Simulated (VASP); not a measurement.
Write the native input for VASP 6.6.1 that does the following.

```yaml
Task: single point
Functional: PBEsol
Potentials_or_basis: VASP PAW PBE potentials, release 64 (Na_pv, Cl)
Cutoff: 520 eV
k_mesh: 8 × 8 × 8
Occupations: gaussian, width 0.05 eV
Spin: no spin polarisation
Dipole_correction: no
Further_INCAR_settings: ALGO = Normal; EDIFF = 1e-06; NBANDS = 14
```

The structure of NaCl lies in POSCAR:

```
NaCl
1.0
    0.0000000000      2.8317500000      2.8317500000
    2.8317500000      0.0000000000      2.8317500000
    2.8317500000      2.8317500000      0.0000000000
Na Cl
1 1
Direct
    0.0000000000      0.0000000000      0.0000000000
    0.4531800048      0.5468199952      0.5000000000
```

This cell differs from its parent crystal: all Cl atoms moved +0.188 Å, as atom 2 along Cartesian [1 -1 0].

These files were run (other wordings do the same):

INCAR

```
PREC = Accurate
ENCUT = 520
EDIFF = 1E-6
ISMEAR = 0
SIGMA = 0.05
LREAL = F
LASPH = T
NELM = 80
ALGO = Normal
ISIF = 2
LWAVE = F
LCHARG = T
GGA = PS
LELF = T
LVHAR = T
NBANDS = 14
```

KPOINTS

```
regular mesh
0
Gamma
  8 8 8
```

Potentials or basis: VASP PAW PBE potentials, release 64 (Na_pv, Cl).

The run is started by

```sh
$ cat potpaw_PBE.64/Na_pv/POTCAR potpaw_PBE.64/Cl/POTCAR > POTCAR
$ mpirun -np 1 vasp_std > vasp.out
```

It gave:

The pressure is -0.4 GPa and the largest force is 0.238 eV/Å. The band gap on the k mesh is 4.89 eV, direct.

Caveat: the cell differs from its parent crystal (all Cl atoms moved +0.188 Å, as atom 2 along Cartesian [1 -1 0]); the PAW data sets were made with another functional, which shifts forces and pressure a little.

It took 71 s on 1 thread of AMD EPYC 7R43 64-Core Processor (Zen 3), with other jobs on the host, peak memory 0.15 GiB.
